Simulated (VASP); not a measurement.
# Rb2Ir (Fd-3m) in VASP: notebook, part 2 of 2

VASP 6.6.1. Earlier steps stand in the parts before.

**3. Single point, PBE**

This run uses another cell than the first one, of 32.40 Å³/atom, 1.009 times its volume.

INCAR

```
SYSTEM = Rb2Ir
PREC     = Accurate       ! precision mode
ENCUT    = 520            ! plane-wave cutoff, eV
EDIFF    = 1E-7           ! SCF threshold, eV
ISMEAR   = 0              ! smearing method
SIGMA    = 0.1            ! smearing width, eV
LREAL    = .False.        ! projectors in reciprocal space
LASPH    = .True.         ! aspherical terms in the spheres
NELM     = 60             ! most SCF steps
ALGO     = Fast           ! electronic algorithm
ISIF     = 2              ! what is computed and relaxed
LWAVE    = .False.        ! write WAVECAR
LCHARG   = .False.        ! write CHGCAR
GGA      = PE             ! functional
NBANDS   = 36             ! bands
```

KPOINTS

```
regular mesh
0
Gamma
  8 8 8
  0 0 0
```

POSCAR

```
Rb2Ir
1.0
    0.0000000000      4.5977362570      4.5977362570
    4.5977362570      0.0000000000      4.5977362570
    4.5977362570      4.5977362570      0.0000000000
Rb Ir
4 2
Direct
    0.6250000000      0.6250000000      0.6250000000
    0.1250000000      0.6250000000      0.6250000000
    0.6250000000      0.6250000000      0.1250000000
    0.6250000000      0.1250000000      0.6250000000
    0.0000000000      0.0000000000      0.0000000000
    0.2500000000      0.2500000000      0.2500000000
```

Potentials or basis: VASP PAW PBE potentials, release 64 (Rb_sv, Ir).

The run is started by

```sh
$ cat potpaw_PBE.64/Rb_sv/POTCAR potpaw_PBE.64/Ir/POTCAR > POTCAR
$ mpirun -np 1 vasp_std > vasp.out
```

OUTCAR:

```text
SYSTEM = Rb2Ir
   PREC = Accurate
   ENCUT = 520
   EDIFF = 1E-7
   ISMEAR = 0
   LREAL = .False.
   LASPH = .True.
   NELM = 60
   ISIF = 2
   GGA = PE

 ion  position               nearest neighbor table
   1  0.625  0.625  0.625-   2 3.25   3 3.25   4 3.25   3 3.25   4 3.25   2 3.25   6 3.81   5 3.81
                             6 3.81   5 3.81   6 3.81   5 3.81   3 5.63   3 5.63   3 5.63   3 5.63
   2  0.125  0.625  0.625-   1 3.25   3 3.25   4 3.25   1 3.25   3 3.25   4 3.25   6 3.81   5 3.81
                             5 3.81   6 3.81   5 3.81   6 3.81   4 5.63   4 5.63   4 5.63   4 5.63
   3  0.625  0.625  0.125-   1 3.25   1 3.25   2 3.25   4 3.25   4 3.25   2 3.25   6 3.81   5 3.81
                             6 3.81   5 3.81   6 3.81   5 3.81   1 5.63   1 5.63   1 5.63   1 5.63
   4  0.625  0.125  0.625-   1 3.25   3 3.25   1 3.25   2 3.25   3 3.25   2 3.25   6 3.81   5 3.81
                             6 3.81   5 3.81   6 3.81   5 3.81   2 5.63   2 5.63   2 5.63   2 5.63
   5  0.000  0.000  0.000-   1 3.81   2 3.81   3 3.81   4 3.81   2 3.81   3 3.81   1 3.81   2 3.81
                             4 3.81   3 3.81   4 3.81   1 3.81
   6  0.250  0.250  0.250-   2 3.81   3 3.81   4 3.81   1 3.81   2 3.81   4 3.81   1 3.81   2 3.81
                             3 3.81   1 3.81   3 3.81   4 3.81

  LATTYP: Found a face centered cubic cell.
 ALAT       =     9.1954725140

  Lattice vectors:

 A1 = (   0.0000000000,   4.5977362570,   4.5977362570)
 A2 = (   4.5977362570,   0.0000000000,   4.5977362570)
 A3 = (   4.5977362570,   4.5977362570,   0.0000000000)

Analysis of symmetry for initial positions (statically):
=====================================================================
 Subroutine PRICEL returns:
 Original cell was already a primitive cell.

 Routine SETGRP: Setting up the symmetry group for a
 face centered cubic supercell.

 Subroutine GETGRP returns: Found 48 space group operations
 (whereof 24 operations were pure point group operations)
 out of a pool of 48 trial point group operations.

The static configuration has the point symmetry T_d .
 The point group associated with its full space group is O_h .

[... 146 lines left out ...]
   GGA     = PE    functional components
   LHFCALC =     F    Hartree Fock is set to
   AEXX    =    0.0000 exact exchange contribution
   IVDW    =     0    specifies the selected vdW correction
   LEPSILON=     F    determine dielectric tensor
   LRPA    =     F    only Hartree local field effects (RPA)
 non-spin polarized calculation
 RMM-DIIS sequential band-by-band and
 Gauss-broadening in eV      SIGMA  =   0.10
  energy-cutoff  :      520.00
  volume of cell :      194.38
 maximum number of plane-waves:      5297
   NGX = 25   NGY = 25   NGZ = 25

 number of electron      54.0000001 magnetization

 Free energy of the ion-electron system (eV)
  ---------------------------------------------------
  ext. energy  EPLUGINS =         0.00000000
  ---------------------------------------------------
  free energy    TOTEN  =       -11.93492269 eV

  energy without entropy =      -11.82803767  energy(sigma->0) =      -11.88148018

 E-fermi :   2.3292     XC(G=0):  -8.8681

 val. band max:        2.3261333190   @ k =  -0.2500   0.1250   0.0000
 cond. band min:       2.3317717150   @ k =   0.2500   0.0000   0.0000
 fundamental gap:      0.0056383960
 Fermi energy:         2.3292025977

 k-point     1 :       0.0000    0.0000    0.0000
  band No.  band energies     occupation
      1     -26.7529      2.00000
      2     -26.2752      2.00000
      3     -26.2752      2.00000
      4     -26.2752      2.00000
      5     -12.8085      2.00000
      6     -11.2693      2.00000
[... 925 lines left out ...]
     35       5.7293      0.00000
     36       6.1904      0.00000

 [... further k-points ...]

------------------------ aborting loop because EDIFF is reached ----------------------------------------

  FORCE on cell =-STRESS in cart. coord.  units (eV):
  Direction    XX          YY          ZZ          XY          YZ          ZX
  --------------------------------------------------------------------------------------
  -------------------------------------------------------------------------------------
  Total        0.1152339      0.1152339      0.1152339     -0.0000000      0.0000000      0.0000000
  in kB        0.9497921      0.9497921      0.9497921     -0.0000000      0.0000000      0.0000000
  external PRESSURE =       0.9497921 kB  Pullay stress =       0.0000000 kB

 VOLUME and BASIS-vectors are now :
 -----------------------------------------------------------------------------
  energy-cutoff  :      520.00
  volume of cell :      194.38
      direct lattice vectors                 reciprocal lattice vectors
     0.000000000  4.597736257  4.597736257    -0.108749170  0.108749170  0.108749170
     4.597736257  0.000000000  4.597736257     0.108749170 -0.108749170  0.108749170
     4.597736257  4.597736257  0.000000000     0.108749170  0.108749170 -0.108749170

 POSITION                                       TOTAL-FORCE (eV/Angst)
 -----------------------------------------------------------------------------------
      5.74717      5.74717      5.74717        -0.000000      0.000000      0.000000
      5.74717      3.44830      3.44830        -0.000000      0.000000      0.000000
      3.44830      3.44830      5.74717        -0.000000      0.000000      0.000000
      3.44830      5.74717      3.44830        -0.000000      0.000000      0.000000
      0.00000      0.00000      0.00000         0.000000      0.000000      0.000000
      2.29887      2.29887      2.29887        -0.000000     -0.000000     -0.000000
 -----------------------------------------------------------------------------------
    total drift:                                0.000000      0.000000     -0.000000

  FREE ENERGIE OF THE ION-ELECTRON SYSTEM (eV)
  ---------------------------------------------------
  free  energy   TOTEN  =       -11.9349226876 eV

  energy  without entropy=      -11.8280376703  energy(sigma->0) =      -11.88148018
```

Run time: 10 min. Hardware: 1 thread of Oxide Virtual Turin-like, shared host; peak memory 0.38 GiB.

Results:

```yaml
Free_energy: -11.9349 eV
Pressure: 0.1 GPa
Band_gap_on_the_k_mesh: zero (band 27 reaches 2.37 eV, above the bottom of band 28 at 2.27 eV)
```

Levels at points of the mesh, in eV from the Fermi level:
```tsv
k point	band 25	band 26	band 27	band 28	band 29	band 30
(0.00, 0.00, 0.00)	-0.17	-0.17	-0.06	-0.06	0.75	0.98
(0.50, 0.00, 0.00)	-0.23	-0.12	-0.12	0.07	0.77	1.78
(0.50, 0.50, 0.00)	-0.17	-0.17	0.03	0.03	1.64	1.64
```

Caveat: spin-orbit coupling is left out, which moves the levels of the heavy elements.

**4. Relaxation of cell and atoms, PBE**

INCAR

```
SYSTEM = Rb2Ir
PREC = Accurate
ENCUT = 600
EDIFF = 1E-6
ISMEAR = 0
SIGMA = 0.1
LREAL = .FALSE.
LASPH = .TRUE.
NELM = 80
ALGO = Fast
ISIF = 3
LWAVE = .FALSE.
LCHARG = .FALSE.
GGA = PE
IBRION = 2
NSW = 100
EDIFFG = -0.01
```

KPOINTS

```
regular mesh
0
G
  8 8 8
  0 0 0
```

Changes to POSCAR since step 3:

```diff
@@ -2,5 +2,5 @@
 1.0
-    0.0000000000      4.5977362570      4.5977362570
-    4.5977362570      0.0000000000      4.5977362570
-    4.5977362570      4.5977362570      0.0000000000
+    0.0000000000      4.5840941943      4.5840941943
+    4.5840941943      0.0000000000      4.5840941943
+    4.5840941943      4.5840941943      0.0000000000
 Rb Ir
```

The run is started by

```sh
$ cat potpaw_PBE.64/Rb_sv/POTCAR potpaw_PBE.64/Ir/POTCAR > POTCAR
$ mpirun -np 1 vasp_std > vasp.out
```

It took 31 min on 1 thread of Oxide Virtual Turin-like, shared host; peak memory 0.48 GiB.

The run converged. Its results:

```
Free energy                            : -11.9356 eV
Relaxed volume                         : 32.57 Å³/atom
Relaxed cell                           : a = 6.513 Å, b = 6.513 Å, c = 6.513 Å, α = 60.00°, β = 60.00°, γ = 60.00°
Space group after relaxing (to 0.05 Å) : Fd-3m (No. 227)
Energy gained by relaxing              : 0.4 meV/atom
Ionic steps                            : 3
Pressure after relaxing                : 0.0 GPa
Band gap on the k mesh                 : zero (band 27 reaches 2.35 eV, above the bottom of band 28 at 2.25 eV)
```

The path:
```tsv
step	energy change (eV)	largest force (eV/Å)	pressure (GPa)	volume (Å³)
1	0.0000	0.0000	0.28	192.66
2	-0.0018	0.0000	0.12	194.23
3	-0.0024	0.0000	0.03	195.39
```

Final structure:
```cif
data_structure
_symmetry_space_group_name_H-M 'P 1'
_symmetry_Int_Tables_number 1
_cell_length_a 6.5134
_cell_length_b 6.5134
_cell_length_c 6.5134
_cell_angle_alpha 60.000
_cell_angle_beta 60.000
_cell_angle_gamma 60.000
_cell_volume 195.39
loop_
_atom_site_label
_atom_site_type_symbol
_atom_site_fract_x
_atom_site_fract_y
_atom_site_fract_z
_atom_site_occupancy
Rb1 Rb 0.62500 0.62500 0.62500 1
Rb2 Rb 0.12500 0.62500 0.62500 1
Rb3 Rb 0.62500 0.62500 0.12500 1
Rb4 Rb 0.62500 0.12500 0.62500 1
Ir1 Ir 0.00000 0.00000 0.00000 1
Ir2 Ir 0.25000 0.25000 0.25000 1
```

Levels at points of the mesh, in eV from the Fermi level:
```tsv
k point	band 25	band 26	band 27	band 28	band 29	band 30
(0.00, 0.00, 0.00)	-0.17	-0.17	-0.06	-0.06	0.74	0.99
(0.50, 0.00, 0.00)	-0.23	-0.12	-0.12	0.07	0.77	1.78
(0.50, 0.50, 0.00)	-0.16	-0.16	0.03	0.03	1.63	1.63
```

Caveat: spin-orbit coupling is left out, which moves the levels of the heavy elements.

**5. The runs side by side**

| task | cell | k mesh | cutoff (eV) | gap on the mesh (eV) | pressure (GPa) |
| --- | --- | --- | --- | --- | --- |
| single point | a = 6.483 Å, angles 60.0°, 6 atoms | 4 × 4 × 4 | 520 | none | 0.2 |
| single point | a = 6.502 Å, angles 60.0°, 6 atoms | 8 × 8 × 8 | 520 | none | 0.1 |
| relaxation of cell and atoms | relaxed from a = 6.483 Å, angles 60.0°, 6 atoms | 8 × 8 × 8 | 600 | none | 0.0 |

Alike in all rows: level PBE; potentials or basis VASP PAW PBE potentials, release 64 (Rb_sv, Ir); no spin polarisation; smearing gaussian 0.1 eV.

Caveats: spin-orbit coupling is left out, which moves the levels of the heavy elements.

Total energies depend on the potentials used, so only differences within one code and one set of settings carry meaning.
